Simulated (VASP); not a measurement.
# Na (Im-3m) in VASP: density of states with LDA

Aim: the density of states of Na with LDA.

Program: VASP 6.6.1. These are calculated values, not measurements. Logs are shortened: lines on timing, memory, paths and dates and some standing lists are left out, and cuts for length are marked.

## Step 1: The cell of the first run

The structure is cubic, space group Im-3m (No. 229). Conventional cell: a = 4.076 Å, b = 4.076 Å, c = 4.076 Å, α = 90.00°, β = 90.00°, γ = 90.00°. Within 4.6 Å of Na (site symmetry m-3m) lie 14 Na at 3.53 to 4.08 Å.

## Step 2: Density of states, LDA

POSCAR reads:

```
Na
1.0
   -2.0378078810      2.0378078810      2.0378078810
    2.0378078810     -2.0378078810      2.0378078810
    2.0378078810      2.0378078810     -2.0378078810
Na
1
Direct
    0.0000000000      0.0000000000      0.0000000000
```

INCAR.step1 reads:

```
SYSTEM = Na
ALGO = Normal
EDIFF = 1E-7
ENCUT = 520
GGA = CA
ISIF = 2
ISMEAR = 0
LASPH = .True.
LCHARG = .True.
LREAL = .False.
LWAVE = .False.
NBANDS = 10
NELM = 80
PREC = Accurate
SIGMA = 0.05
```

KPOINTS.step1 reads:

```
k-points
0
Gamma
  14 14 14
  0 0 0
```

INCAR.step2 reads:

```
SYSTEM = Na
ALGO = Normal
EDIFF = 1E-7
ENCUT = 520
GGA = CA
ICHARG = 11
ISIF = 2
ISMEAR = -5
LASPH = .True.
LCHARG = .False.
LORBIT = 11
LREAL = .False.
LWAVE = .False.
NBANDS = 10
NEDOS = 1001
NELM = 80
PREC = Accurate
SIGMA = 0.05
```

KPOINTS.step2 reads:

```
k-points
0
Gamma
  21 21 21
  0 0 0
```

Potentials or basis: VASP PAW LDA potentials, release 64 (Na_pv).

Started as:

```sh
$ cat potpaw_LDA.64/Na_pv/POTCAR > POTCAR
$ cp INCAR.step1 INCAR
$ cp KPOINTS.step1 KPOINTS
$ mpirun -np 1 vasp_std > vasp.out
$ cp INCAR.step2 INCAR
$ cp KPOINTS.step2 KPOINTS
$ mpirun -np 1 vasp_std > vasp.out
```

OUTCAR:

```text
SYSTEM = Na
   EDIFF = 1E-7
   ENCUT = 520
   GGA = CA
   ICHARG = 11
   ISIF = 2
   ISMEAR = -5
   LASPH = .True.
   LORBIT = 11
   LREAL = .False.
   NELM = 80
   PREC = Accurate

 ion  position               nearest neighbor table
   1  0.000  0.000  0.000-

  LATTYP: Found a body centered cubic cell.
 ALAT       =     4.0756157620

  Lattice vectors:

 A1 = (  -2.0378078810,   2.0378078810,   2.0378078810)
 A2 = (   2.0378078810,  -2.0378078810,   2.0378078810)
 A3 = (   2.0378078810,   2.0378078810,  -2.0378078810)

Analysis of symmetry for initial positions (statically):
=====================================================================
 Subroutine PRICEL returns:
 Original cell was already a primitive cell.

 Routine SETGRP: Setting up the symmetry group for a
 body centered cubic supercell.

 Subroutine GETGRP returns: Found 48 space group operations
 (whereof 48 operations were pure point group operations)
 out of a pool of 48 trial point group operations.

The static configuration has the point symmetry O_h .

Analysis of symmetry for dynamics (positions and initial velocities):
=====================================================================
 Subroutine PRICEL returns:
 Original cell was already a primitive cell.

 Routine SETGRP: Setting up the symmetry group for a
 body centered cubic supercell.

 Subroutine GETGRP returns: Found 48 space group operations
 (whereof 48 operations were pure point group operations)
 out of a pool of 48 trial point group operations.

The dynamic configuration has the point symmetry O_h .

 Subroutine INISYM returns: Found 48 space group operations
 (whereof 48 operations are pure point group operations),
 and found     1 'primitive' translations

----------------------------------------------------------------------------------------

                                     Primitive cell

  volume of cell :      33.8493

  direct lattice vectors                    reciprocal lattice vectors
    -2.037807881  2.037807881  2.037807881     0.000000000  0.245361697  0.245361697
     2.037807881 -2.037807881  2.037807881     0.245361697  0.000000000  0.245361697
     2.037807881  2.037807881 -2.037807881     0.245361697  0.245361697  0.000000000

  length of vectors
     3.529586786  3.529586786  3.529586786     0.346993840  0.346993840  0.346993840
[... 80 lines left out ...]
   NELM   =     80;   NELMIN=  2; NELMDL=  0     # of ELM steps
   EDIFF  = 0.1E-06   stopping-criterion for ELM
   LREAL  =      F    real-space projection
   EDIFFG = 0.1E-05   stopping-criterion for IOM
   NSW    =      0    number of steps for IOM
   IBRION =     -1    ionic relax: 0-MD 1-quasi-New 2-CG
   NFREE  =      0    steps in history (QN), initial steepest desc. (CG)
   ISIF   =      2    stress and relaxation
   ISYM   =      2    0-nonsym 1-usesym 2-fastsym
   POTIM  = 0.5000    time-step for ionic-motion
   TEBEG  =    0.0;   TEEND  =   0.0 temperature during run
   PSTRESS=    0.0 pullay stress
   NELECT =       7.0000    total number of electrons
   NUPDOWN=      -1.0000    fix difference up-down
   EMIN   =  10.00;   EMAX   =-10.00  energy-range for DOS
   EFERMI =   0.00;   METHOD = LEGACY
   ISMEAR =    -5;   SIGMA  =   0.05  broadening in eV -4-tet -1-fermi 0-gaus
   EFERMI_NEDOS =   21; number of points for ismear=-14 and -15
   IALGO  =     38    algorithm
   IMIX   =      4    mixing-type and parameters
     AMIX     =   0.40;   BMIX     =  1.00
     AMIX_MAG =   1.60;   BMIX_MAG =  1.00
  volume/ion in A,a.u.               =      33.85       228.43
  Fermi-wavevector in a.u.,A,eV,Ry     =   0.968109  1.829461 12.751858  0.937235
  Thomas-Fermi vector in A             =   2.098051
   LORBIT       =     11    0 simple, 1 ext, 2 COOP (PROOUT), +10 PAW based schemes
   GGA     = CA    functional components
   LHFCALC =     F    Hartree Fock is set to
   AEXX    =    0.0000 exact exchange contribution
   IVDW    =     0    specifies the selected vdW correction
   LEPSILON=     F    determine dielectric tensor
   LRPA    =     F    only Hartree local field effects (RPA)
 non-spin polarized calculation
 Fermi weights with tetrahedron method with Bloechl corrections
  energy-cutoff  :      520.00
  volume of cell :       33.85
 maximum number of plane-waves:       941

 number of electron       7.0000009 magnetization

 Free energy of the ion-electron system (eV)
  ---------------------------------------------------
  ext. energy  EPLUGINS =         0.00000000
  ---------------------------------------------------
  free energy    TOTEN  =        -1.45404880 eV

  energy without entropy =       -1.45404880  energy(sigma->0) =       -1.45404880

 E-fermi :   0.4467     XC(G=0):  -6.9881

 val. band max:        0.3964660090   @ k =   0.3810   0.0952   0.0000
 cond. band min:       0.4362678029   @ k =  -0.4286   0.4286   0.0952
 fundamental gap:      0.0398017939
 Fermi energy:         0.4466931734

 k-point     1 :       0.0000    0.0000    0.0000
  band No.  band energies     occupation
      1     -24.4501      2.00000
      2     -24.4501      2.00000
      3     -24.4501      2.00000
      4      -3.0544      2.00000
      5      12.6552      0.00000
      6      12.6552      0.00000
      7      12.6552      0.00000
      8      13.8181      0.00000
      9      13.8181      0.00000
     10      14.5180      0.00000
[... 287 lines left out ...]
 k-point    24 :       0.1905    0.0952    0.0000
  band No.  band energies     occupation
      1     -24.4750      2.00000
      2     -24.4577      2.00000
      3     -24.4515      2.00000
      4      -1.8746      2.00000
      5       7.1174      0.00000
      6       8.7659      0.00000
      7      10.5991      0.00000
      8      12.0380      0.00000
      9      13.4224      0.00000
     10      14.5628      0.00000

 [... further k-points ...]
[... 5 lines left out ...]
  --------------------------------------------------------------------------------------
  -------------------------------------------------------------------------------------
  Total       -0.0358353     -0.0358353     -0.0358353      0.0000000      0.0000000     -0.0000000
  in kB       -1.6961808     -1.6961808     -1.6961808      0.0000000      0.0000000     -0.0000000
  external PRESSURE =      -1.6961808 kB  Pullay stress =       0.0000000 kB

 VOLUME and BASIS-vectors are now :
 -----------------------------------------------------------------------------
  energy-cutoff  :      520.00
  volume of cell :       33.85
      direct lattice vectors                 reciprocal lattice vectors
    -2.037807881  2.037807881  2.037807881     0.000000000  0.245361697  0.245361697
     2.037807881 -2.037807881  2.037807881     0.245361697  0.000000000  0.245361697
     2.037807881  2.037807881 -2.037807881     0.245361697  0.245361697  0.000000000

 POSITION                                       TOTAL-FORCE (eV/Angst)
 -----------------------------------------------------------------------------------
      0.00000      0.00000      0.00000         0.000000      0.000000      0.000000
 -----------------------------------------------------------------------------------
    total drift:                                0.000000     -0.000000     -0.000000

  FREE ENERGIE OF THE ION-ELECTRON SYSTEM (eV)
  ---------------------------------------------------
  free  energy   TOTEN  =        -1.4540488028 eV

  energy  without entropy=       -1.4540488028  energy(sigma->0) =       -1.45404880

 total charge

# of ion       s       p       d       tot
------------------------------------------
    1        0.108   5.965   0.000   6.073
```

OSZICAR.step1:

```text
N       E                     dE             d eps       ncg     rms          rms(c)
DAV:   1     0.287793577368E+02    0.28779E+02   -0.37984E+03  2082   0.597E+02
DAV:   2    -0.827759815053E+00   -0.29607E+02   -0.29443E+02  2128   0.153E+02
DAV:   3    -0.145152017223E+01   -0.62376E+00   -0.62320E+00  2560   0.238E+01
DAV:   4    -0.145579662573E+01   -0.42765E-02   -0.42761E-02  2478   0.193E+00
DAV:   5    -0.145584955150E+01   -0.52926E-04   -0.52926E-04  2364   0.210E-01    0.206E-01
DAV:   6    -0.145452591355E+01    0.13236E-02   -0.81110E-04  2506   0.374E-01    0.134E-01
DAV:   7    -0.145378152723E+01    0.74439E-03   -0.11665E-03  2356   0.376E-01    0.218E-02
DAV:   8    -0.145376642072E+01    0.15107E-04   -0.91193E-05  2432   0.156E-01    0.257E-03
DAV:   9    -0.145376671218E+01   -0.29146E-06   -0.44187E-07  2400   0.680E-03    0.108E-03
DAV:  10    -0.145376676691E+01   -0.54725E-07   -0.68473E-08  2320   0.214E-03
   1 F= -.14537668E+01 E0= -.14531994E+01  d E =-.113474E-02
```

Wall time 28 s (1 thread of Intel Xeon 6975P-C (Granite Rapids), shared host); peak memory 0.2 GiB.

Results:

| Property | Result |
| --- | --- |
| Valence electrons inside the program's atomic spheres | Na 6.07 |

Levels at points of the mesh, in eV from the Fermi level:
```tsv
k point	band 2	band 3	band 4	band 5	band 6	band 7
(0.00, 0.00, 0.00)	-24.90	-24.90	-3.50	12.21	12.21	12.21
```

Caveat: tetrahedron occupations give inexact forces and stress in metals.
